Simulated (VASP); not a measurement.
Runs of VASP 6.6.1 on SiO2. The structure is that of space group Pn-3m (No. 224), or close to it. The cells are those of the table. 

```tsv
task	cell	k mesh	cutoff (eV)	smearing	gap on the mesh (eV)	pressure (GPa)
single point	a = 4.319 Å, 6 atoms	4 × 4 × 4	520	gaussian 0.1 eV	0.40	(a)
relaxation of cell and atoms	relaxed from a = 4.319 Å, 6 atoms	4 × 4 × 4	600	gaussian 0.1 eV	5.75	0.0
single point	a = 3.774 Å, 6 atoms	4 × 4 × 4	520	gaussian 0.1 eV	5.75	0.2
relaxation of cell and atoms	relaxed from a = 3.774 Å, 6 atoms	6 × 6 × 6	600	gaussian 0.02 eV	5.75	-0.1
single point	a = 3.774 Å, 6 atoms	6 × 6 × 6	520	gaussian 0.02 eV	5.75	0.2
```

Alike in all rows: level r2SCAN; potentials or basis VASP PAW PBE potentials, release 64 (Si, O); no spin polarisation.

**Question.** Fill in the values left out.

**Answer.** (a) -51.9.

Caveats: the PAW data sets were made with another functional, which shifts forces and pressure a little; the cell stands under tension (at least some runs); semilocal functionals underestimate gaps, and a narrow one can read as zero (at least some runs); the relaxation stopped at its first step, so nothing moved (at least some runs).

A k mesh can miss the band edges.
